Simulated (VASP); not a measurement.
# LiF (I4/mmm) in VASP: notebook

LiF is run at these levels: r2SCAN; tasks: single point.

Program: VASP 6.6.1. These are calculated values, not measurements. Logs are shortened: lines on timing, memory, paths and dates and some standing lists are left out, and cuts for length are marked.

### 1 The cell of the first run

Symmetry: I4/mmm, No. 139, tetragonal system. The conventional cell has a = 2.610 Å, b = 2.610 Å, c = 4.798 Å, α = 90.00°, β = 90.00°, γ = 90.00°. Within 2.4 Å of Li (site symmetry 4/mmm) lie 6 F at 1.85 to 2.40 Å. Within 2.4 Å of F (site symmetry 4/mmm) lie 6 Li at 1.85 to 2.40 Å.

### 2 Single point, r2SCAN

Input file POSCAR:

```
LiF
1.0
    0.0000000000      1.8453482987      2.3989527883
    1.8453482987      0.0000000000      2.3989527883
    1.8453482987      1.8453482987      0.0000000000
Li F
1 1
Direct
    0.0000000000      0.0000000000      0.0000000000
    0.5000000000      0.5000000000      0.5000000000
```

Input file INCAR.step1:

```
SYSTEM = LiF
PREC = Accurate
ENCUT = 520
ISMEAR = 0
SIGMA = 0.05
LREAL = .False.
LASPH = .True.
NELM = 60
NBANDS = 12
GGA = PE
ALGO = Normal
EDIFF = 1E-4
LWAVE = .True.
LCHARG = .False.
```

Input file INCAR.step2:

```
SYSTEM = LiF
PREC = Accurate
ENCUT = 520
EDIFF = 1E-6
ISMEAR = 0
SIGMA = 0.05
LREAL = .False.
LASPH = .True.
NELM = 60
ALGO = Normal
ISIF = 2
LWAVE = .False.
LCHARG = .False.
METAGGA = R2SCAN
LMIXTAU = .True.
NBANDS = 12
ISTART = 1
```

Input file KPOINTS:

```
Automatic mesh
0
Gamma
  12 12 12
  0 0 0
```

Potentials or basis: VASP PAW PBE potentials, release 64 (Li_sv, F).

Command:

```console
cat potpaw_PBE.64/Li_sv/POTCAR potpaw_PBE.64/F/POTCAR > POTCAR
cp INCAR.step1 INCAR
mpirun -np 1 vasp_std > vasp.out
cp INCAR.step2 INCAR
mpirun -np 1 vasp_std > vasp.out
```

OUTCAR:

```text
SYSTEM = LiF
   PREC = Accurate
   ENCUT = 520
   EDIFF = 1E-6
   ISMEAR = 0
   LREAL = .False.
   LASPH = .True.
   NELM = 60
   ISIF = 2
   METAGGA = R2SCAN
   ISTART = 1

 ion  position               nearest neighbor table
   1  0.000  0.000  0.000-   2 1.85   2 1.85   2 1.85   2 1.85
   2  0.500  0.500  0.500-   1 1.85   1 1.85   1 1.85   1 1.85

  LATTYP: Found a body centered tetragonal cell.
 ALAT       =     2.6097165913
 C/A-ratio  =     1.8384776311

  Lattice vectors:

 A1 = (  -1.8453482987,   0.0000000000,   2.3989527883)
 A2 = (   1.8453482987,   0.0000000000,   2.3989527883)
 A3 = (   0.0000000000,   1.8453482987,  -2.3989527883)

Analysis of symmetry for initial positions (statically):
=====================================================================
 Subroutine PRICEL returns:
 Original cell was already a primitive cell.

 Routine SETGRP: Setting up the symmetry group for a
 body centered tetragonal supercell.

 Subroutine GETGRP returns: Found 16 space group operations
 (whereof 16 operations were pure point group operations)
 out of a pool of 16 trial point group operations.

The static configuration has the point symmetry D_4h.

Analysis of symmetry for dynamics (positions and initial velocities):
=====================================================================
 Subroutine PRICEL returns:
 Original cell was already a primitive cell.

 Routine SETGRP: Setting up the symmetry group for a
 body centered tetragonal supercell.

 Subroutine GETGRP returns: Found 16 space group operations
 (whereof 16 operations were pure point group operations)
 out of a pool of 16 trial point group operations.

The dynamic configuration has the point symmetry D_4h.

 Subroutine INISYM returns: Found 16 space group operations
 (whereof 16 operations are pure point group operations),
 and found     1 'primitive' translations

----------------------------------------------------------------------------------------

                                     Primitive cell

  volume of cell :      16.3384

  direct lattice vectors                    reciprocal lattice vectors
     0.000000000  1.845348299  2.398952788    -0.270951560  0.270951560  0.208424277
     1.845348299  0.000000000  2.398952788     0.270951560 -0.270951560  0.208424277
     1.845348299  1.845348299  0.000000000     0.270951560  0.270951560 -0.208424277

  length of vectors
     3.026596244  3.026596244  2.609716591     0.436199696  0.436199696  0.436199696

  position of ions in fractional coordinates (direct lattice)
     0.000000000  0.000000000  0.000000000
     0.500000000  0.500000000  0.500000000

  ion indices of the primitive-cell ions
   primitive index   ion index
                 1           1
                 2           2

----------------------------------------------------------------------------------------

 KPOINTS: Automatic mesh

Automatic generation of k-mesh.
 Grid dimensions read from file:
 generate k-points for:   12   12   12

 Generating k-lattice:

  Cartesian coordinates                     Fractional coordinates (reciprocal lattice)
    -0.022579297  0.022579297  0.017368690     0.083333333  0.000000000  0.000000000
     0.022579297 -0.022579297  0.017368690     0.000000000  0.083333333  0.000000000
     0.022579297  0.022579297 -0.017368690     0.000000000  0.000000000  0.083333333

  Length of vectors
     0.036349975  0.036349975  0.036349975

  Shift w.r.t. Gamma in fractional coordinates (k-lattice)
     0.000000000  0.000000000  0.000000000

 Subroutine IBZKPT returns following result:
 ===========================================

 Found    163 irreducible k-points:

 Following reciprocal coordinates:
            Coordinates               Weight
  0.000000  0.000000  0.000000      1.000000
  0.083333 -0.000000  0.000000      8.000000
  0.166667 -0.000000  0.000000      8.000000
  0.250000 -0.000000  0.000000      8.000000
  0.333333  0.000000  0.000000      8.000000
  0.416667 -0.000000  0.000000      8.000000
[... 16 lines left out ...]
  0.500000  0.166667  0.000000      8.000000
 -0.416667  0.166667  0.000000      8.000000
 [... further k-points ...]
   k-points           NKPTS =    163   k-points in BZ     NKDIM =    163   number of bands    NBANDS=     12
   number of dos      NEDOS =    301   number of ions     NIONS =      2
   total plane-waves  NPLWV =  11520
   dimension x,y,z NGX =    24 NGY =   24 NGZ =   20
   dimension x,y,z NGXF=    48 NGYF=   48 NGZF=   40
   ions per type =               1   1
   NGX,Y,Z   is equivalent  to a cutoff of  13.18, 13.18, 12.74 a.u.
   NGXF,Y,Z  is equivalent  to a cutoff of  26.37, 26.37, 25.48 a.u.
 SYSTEM =  LiF
   PREC   = accura    normal or accurate (medium, high low for compatibility)
   ISTART =      1    job   : 0-new  1-cont  2-samecut
   ICHARG =      0    charge: 1-file 2-atom 10-const
   ISPIN  =      1    spin polarized calculation?
   LNONCOLLINEAR =      F non collinear calculations
   LSORBIT =      F    spin-orbit coupling
   LASPH  =      T    aspherical Exc in radial PAW
   ENCUT  =  520.0 eV  38.22 Ry    6.18 a.u.   5.63  5.63  4.85*2*pi/ulx,y,z
   NELM   =     60;   NELMIN=  2; NELMDL=  0     # of ELM steps
   EDIFF  = 0.1E-05   stopping-criterion for ELM
   LREAL  =      F    real-space projection
   EDIFFG = 0.1E-04   stopping-criterion for IOM
   NSW    =      0    number of steps for IOM
   IBRION =     -1    ionic relax: 0-MD 1-quasi-New 2-CG
   NFREE  =      0    steps in history (QN), initial steepest desc. (CG)
   ISIF   =      2    stress and relaxation
   ISYM   =      2    0-nonsym 1-usesym 2-fastsym
   POTIM  = 0.5000    time-step for ionic-motion
   TEBEG  =    0.0;   TEEND  =   0.0 temperature during run
   PSTRESS=    0.0 pullay stress
   NELECT =      10.0000    total number of electrons
   NUPDOWN=      -1.0000    fix difference up-down
   EMIN   =  10.00;   EMAX   =-10.00  energy-range for DOS
   EFERMI =   0.00;   METHOD = LEGACY
   ISMEAR =     0;   SIGMA  =   0.05  broadening in eV -4-tet -1-fermi 0-gaus
   EFERMI_NEDOS =   21; number of points for ismear=-14 and -15
   IALGO  =     38    algorithm
   IMIX   =      4    mixing-type and parameters
     AMIX     =   0.40;   BMIX     =  1.00
     AMIX_MAG =   1.60;   BMIX_MAG =  1.00
  volume/ion in A,a.u.               =       8.17        55.13
  Fermi-wavevector in a.u.,A,eV,Ry     =   1.389970  2.626662 26.286674  1.932016
  Thomas-Fermi vector in A             =   2.513950
   LORBIT       =      0    0 simple, 1 ext, 2 COOP (PROOUT), +10 PAW based schemes
   METAGGA = R2SCAN    functional components
   LHFCALC =     F    Hartree Fock is set to
   AEXX    =    0.0000 exact exchange contribution
   IVDW    =     0    specifies the selected vdW correction
   LEPSILON=     F    determine dielectric tensor
   LRPA    =     F    only Hartree local field effects (RPA)
 non-spin polarized calculation
 Gauss-broadening in eV      SIGMA  =   0.05
  energy-cutoff  :      520.00
  volume of cell :       16.34
 maximum number of plane-waves:       454
   NGX = 11   NGY = 11   NGZ =  9

 number of electron      10.0000001 magnetization

 Free energy of the ion-electron system (eV)
  ---------------------------------------------------
  ext. energy  EPLUGINS =         0.00000000
  ---------------------------------------------------
  free energy    TOTEN  =       -11.73342137 eV

  energy without entropy =      -11.73342137  energy(sigma->0) =      -11.73342137

 E-fermi :  -1.2182     XC(G=0): -10.4429

 val. band max:       -1.6362152910   @ k =  -0.2500   0.1667   0.0000
 cond. band min:       8.0630721350   @ k =   0.0000   0.0000   0.0000
 fundamental gap:      9.6992874261
 Fermi energy:        -1.2182131300

 k-point     1 :       0.0000    0.0000    0.0000
  band No.  band energies     occupation
      1     -43.5492      2.00000
      2     -22.8421      2.00000
      3      -1.8594      2.00000
      4      -1.8594      2.00000
      5      -1.8187      2.00000
      6       8.0631      0.00000
      7      20.8906      0.00000
      8      23.1507      0.00000
      9      25.4060      0.00000
     10      25.4062      0.00000
     11      27.1455      0.00000
     12      27.1472      0.00000

 k-point     2 :       0.0833   -0.0000    0.0000
  band No.  band energies     occupation
      1     -43.5440      2.00000
      2     -22.8206      2.00000
      3      -2.0388      2.00000
      4      -1.8614      2.00000
      5      -1.8468      2.00000
      6       8.2859      0.00000
      7      20.1850      0.00000
      8      22.4361      0.00000
      9      24.7434      0.00000
     10      25.3032      0.00000
     11      26.5645      0.00000
     12      27.0092      0.00000

 k-point     3 :       0.1667   -0.0000    0.0000
  band No.  band energies     occupation
      1     -43.5299      2.00000
      2     -22.7612      2.00000
      3      -2.5161      2.00000
      4      -1.9564      2.00000
      5      -1.8118      2.00000
      6       8.8460      0.00000
      7      18.5851      0.00000
      8      20.9107      0.00000
      9      24.5872      0.00000
     10      25.1292      0.00000
     11      27.0209      0.00000
     12      27.3361      0.00000

 k-point     4 :       0.2500   -0.0000    0.0000
  band No.  band energies     occupation
      1     -43.5107      2.00000
      2     -22.6787      2.00000
      3      -3.1118      2.00000
      4      -2.0783      2.00000
      5      -1.7627      2.00000
      6       9.4853      0.00000
      7      17.0837      0.00000
      8      19.5369      0.00000
      9      23.4752      0.00000
     10      26.0769      0.00000
     11      28.2217      0.00000
     12      28.4126      0.00000

 k-point     5 :       0.3333    0.0000    0.0000
  band No.  band energies     occupation
      1     -43.4914      2.00000
      2     -22.5933      2.00000
      3      -3.6587      2.00000
      4      -2.1927      2.00000
      5      -1.7119      2.00000
      6       9.9325      0.00000
      7      16.1988      0.00000
      8      18.4484      0.00000
      9      22.4820      0.00000
     10      27.2188      0.00000
     11      29.7988      0.00000
     12      29.9993      0.00000
[... 228 lines left out ...]
      1     -43.5164      2.00000
      2     -22.6135      2.00000
      3      -3.4221      2.00000
      4      -2.3745      2.00000
      5      -1.9651      2.00000
      6       9.9597      0.00000
      7      18.4875      0.00000
      8      18.7091      0.00000
      9      23.3224      0.00000
     10      25.5840      0.00000
     11      29.8160      0.00000
     12      31.6201      0.00000

 k-point    22 :       0.4167    0.1667    0.0000
  band No.  band energies     occupation
      1     -43.4984      2.00000
      2     -22.5393      2.00000
      3      -3.7170      2.00000
      4      -2.6632      2.00000
      5      -1.9029      2.00000
      6      10.3767      0.00000
      7      17.1026      0.00000
      8      18.4335      0.00000
      9      22.6306      0.00000
     10      26.8004      0.00000
     11      30.3385      0.00000
     12      32.8713      0.00000

 k-point    23 :       0.5000    0.1667    0.0000
  band No.  band energies     occupation
      1     -43.4824      2.00000
      2     -22.4877      2.00000
      3      -3.9222      2.00000
      4      -2.8341      2.00000
      5      -1.8155      2.00000
      6      10.6757      0.00000
      7      15.8698      0.00000
      8      18.3932      0.00000
      9      22.0333      0.00000
     10      27.9463      0.00000
     11      30.9890      0.00000
     12      34.3153      0.00000

 k-point    24 :      -0.4167    0.1667    0.0000
  band No.  band energies     occupation
      1     -43.4728      2.00000
      2     -22.4743      2.00000
      3      -4.0155      2.00000
      4      -2.8206      2.00000
      5      -1.7263      2.00000
      6      10.9647      0.00000
      7      14.7527      0.00000
      8      18.5204      0.00000
      9      21.7070      0.00000
     10      28.7141      0.00000
     11      31.0653      0.00000
     12      33.6457      0.00000

 [... further k-points ...]

------------------------ aborting loop because EDIFF is reached ----------------------------------------

  FORCE on cell =-STRESS in cart. coord.  units (eV):
  Direction    XX          YY          ZZ          XY          YZ          ZX
  --------------------------------------------------------------------------------------
  -------------------------------------------------------------------------------------
  Total        1.2583362      1.2583362     -0.6517481      0.0000000      0.0000000      0.0000000
  in kB      123.3953729    123.3953729    -63.9119324      0.0000000      0.0000000      0.0000000
  external PRESSURE =      60.9596045 kB  Pullay stress =       0.0000000 kB

 VOLUME and BASIS-vectors are now :
 -----------------------------------------------------------------------------
  energy-cutoff  :      520.00
  volume of cell :       16.34
      direct lattice vectors                 reciprocal lattice vectors
     0.000000000  1.845348299  2.398952788    -0.270951560  0.270951560  0.208424277
     1.845348299  0.000000000  2.398952788     0.270951560 -0.270951560  0.208424277
     1.845348299  1.845348299  0.000000000     0.270951560  0.270951560 -0.208424277

 POSITION                                       TOTAL-FORCE (eV/Angst)
 -----------------------------------------------------------------------------------
      0.00000      0.00000      0.00000        -0.000000      0.000000      0.000000
      1.84535      1.84535      2.39895         0.000000     -0.000000      0.000000
 -----------------------------------------------------------------------------------
    total drift:                               -0.000000     -0.000000      0.000000

  FREE ENERGIE OF THE ION-ELECTRON SYSTEM (eV)
  ---------------------------------------------------
  free  energy   TOTEN  =       -11.7334213732 eV

  energy  without entropy=      -11.7334213732  energy(sigma->0) =      -11.73342137
```

Run time: 39 s. Hardware: 1 thread of Intel Xeon 6975P-C (Granite Rapids), shared host; peak memory 0.14 GiB.

What came out:

| Quantity | Value |
| --- | --- |
| Free energy | -11.7334 eV |
| Band gap on the k mesh | 9.70 eV (least direct gap 9.88 eV) |

Caveat: the cutoff is under 1.25 times the usual one of these potentials, so pressure, stress and relaxed cells hold a basis-set (Pulay) error; the PAW data sets were made with another functional, which shifts forces and pressure a little.

(Part 1 of 2 ends here.)
